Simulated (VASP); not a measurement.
A run of VASP 6.6.1:

INCAR

```
SYSTEM = ZnSe
PREC = Accurate
ENCUT = 500
EDIFF = 1E-6
ISMEAR = 0
SIGMA = 0.01
LREAL = .FALSE.
LASPH = .TRUE.
NELM = 120
ALGO = Normal
ISIF = 2
LWAVE = .FALSE.
LCHARG = .FALSE.
GGA = PE
IVDW = 12
NBANDS = 16
GGA_COMPAT = .FALSE.
```

File KPOINTS:

```
Automatic mesh
0
G
  6 6 6
  0 0 0
```

Contents of POSCAR:

```
ZnSe
1.0
    0.0000000000      2.9074379026      2.9074379026
    2.9074379026      0.0000000000      2.9074379026
    2.9074379026      2.9074379026      0.0000000000
Zn Se
1 1
Direct
    0.0000000000      0.0000000000      0.0000000000
    0.2500000000      0.2500000000      0.2500000000
```

Potentials or basis: VASP PAW PBE potentials, release 64 (Zn, Se).

Command:

```console
$ cat potpaw_PBE.64/Zn/POTCAR potpaw_PBE.64/Se/POTCAR > POTCAR
$ mpirun -np 1 vasp_std > vasp.out
```

Hardware: 1 thread of Intel(R) Xeon(R) Platinum 8259CL CPU @ 2.50GHz (Skylake/Cascade Lake), on a shared host.

Problem. Estimate the wall time of this run.

Solution. Wall time 13 s on 1 thread of Intel(R) Xeon(R) Platinum 8259CL CPU @ 2.50GHz (Skylake/Cascade Lake) (shared host), peak memory 0.18 GiB. Counts: scf iterations 13, k points 16.
